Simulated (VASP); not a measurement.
# BiTe: single point with r2SCAN

The system is BiTe.

```
Bi Te
1.0
     0.00000    3.10560    3.23500
     3.10560    0.00000    3.23500
     3.10560    3.10560    0.00000
Bi Te
1 1
Direct
  0.00000 0.00000 0.00000
  0.50000 0.50000 0.50000
```

This cell differs from its parent crystal: strain -0.0400 x Voigt [1, 1, 0, 0, 0, 0].

```
Program                : VASP 6.6.1
Task                   : single point
Functional             : r2SCAN
Potentials or basis    : VASP PAW PBE potentials, release 64 (Bi_d, Te)
Cutoff                 : 520 eV
k mesh                 : 14 × 14 × 14
Occupations            : gaussian, width 0.15 eV
Spin                   : no spin polarisation
Dipole correction      : no
Further INCAR settings : ALGO = Normal; EDIFF = 1e-06; NBANDS = 18
```

```yaml
Pressure: 5.2 GPa
Band_gap_on_the_k_mesh: zero (an odd number of electrons rules out a gap without spin polarisation)
```

Stress tensor (GPa, compression positive):
```
6.67 0.00 0.00
0.00 6.67 0.00
0.00 0.00 2.15
```

Levels at points of the mesh, in eV from the Fermi level:
```tsv
k point	band 8	band 9	band 10	band 11	band 12	band 13
(0.00, 0.00, 0.00)	-3.26	-3.26	-2.67	1.71	2.77	2.77
(0.50, 0.00, 0.00)	-2.38	-2.27	-1.56	-1.01	-0.79	-0.63
(0.50, 0.50, 0.00)	-6.49	-4.70	-4.70	2.24	4.28	4.28
(0.50, 0.00, 0.50)	-6.65	-5.05	-4.48	2.15	3.56	4.69
```

It took 9.6 min on 1 thread of Intel(R) Xeon(R) 6975P-C (Granite Rapids), with other jobs on the host, peak memory 0.42 GiB.

Caveat: the cell differs from its parent crystal (strain -0.0400 x Voigt [1, 1, 0, 0, 0, 0]); the cell stands under pressure; the PAW data sets were made with another functional, which shifts forces and pressure a little; spin-orbit coupling is left out, which moves the levels of the heavy elements.
